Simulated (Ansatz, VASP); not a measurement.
SnO in VASP and in Ansatz

File INCAR:

```
  PREC = Accurate
  ENCUT = 600
  EDIFF = 1E-6
  ISMEAR = 0
  SIGMA = 0.15
  LREAL = F
  LASPH = T
  NELM = 120
  ALGO = Normal
  ISIF = 2
  LWAVE = F
  LCHARG = T
  GGA = PS
  IVDW = 12
  LELF = T
  LVHAR = T
  NBANDS = 28
  GGA_COMPAT = F
```

KPOINTS

```
Automatic mesh
0
Gamma
  12 12 10
```

The input POSCAR:

```
SnO
1.0
    3.7703910616      0.0000000000      0.0000000000
    0.0000000000      3.7703910616      0.1178247207
    0.0000000000      0.1426053215      4.5633702865
Sn O
2 2
Direct
    0.0000000000      0.5000000000      0.2532585894
    0.5000000000      0.0000000000      0.7467414106
    0.0000000000      0.0000000000      0.0000000000
    0.5000000000      0.5000000000      0.0000000000
```

Input for Ansatz:

```yaml
crystal:
  lattice:
    - [3.7703910616, 0.0, 0.0]
    - [0.0, 3.7703910616, 0.1178247207]
    - [0.0, 0.1426053215, 4.5633702865]
  atoms:
    - { symbol: Sn, position: [0.0, 0.5, 0.2532585894] }
    - { symbol: Sn, position: [0.5, 0.0, 0.7467414106] }
    - { symbol: O, position: [0.0, 0.0, 0.0] }
    - { symbol: O, position: [0.5, 0.5, 0.0] }
basis:
  ecutwfc: 420
kpoints:
  mp_grid: { grid: [12, 12, 10] }
hamiltonian:
  xc: pbesol
  dispersion: d3bj
scf:
  occupations: { method: gaussian, width: 0.15 }
output:
  forces: true
  stress: true
  eigenvalues: true
```

Change from the starting cell: strain +0.0625 x Voigt [0, 0, 0, 1, 0, 0], atoms carried along.

Alike in both runs: task single point; functional PBEsol; dispersion D3(BJ); k mesh 12 × 12 × 10; occupations gaussian, width 0.15 eV; no spin polarisation.

|  | VASP | Ansatz |
| --- | --- | --- |
| version | VASP 6.6.1 | Ansatz 0.2.0 |
| potentials or method | VASP PAW PBE potentials, release 64 (Sn_d, O), cutoff 600 eV | scalar-relativistic, plane waves, PAW |
| valence electrons in the cell | 40 | 40 |

Ansatz gave:

| Item | Value |
| --- | --- |
| gap on the k mesh at the Fermi level (eV) | none |
| pressure (GPa) | 0.5 |
| traceless stress, the component that is largest in VASP (GPa) | -4.00 |
| rms of the force components (eV/Å) | 0.184 |

**Question.** Estimate VASP's values.

**Answer.** gap on the k mesh at the Fermi level (eV): none; pressure (GPa): 0.7; traceless stress, the component that is largest in VASP (GPa): -4.08; rms of the force components (eV/Å): 0.201.

VASP's potentials were made for PBE, not for PBEsol. Atom by atom the forces differ by 0.036 eV/Å (rms over components). A gap of «none» marks a metal or a gap that the smearing closes.
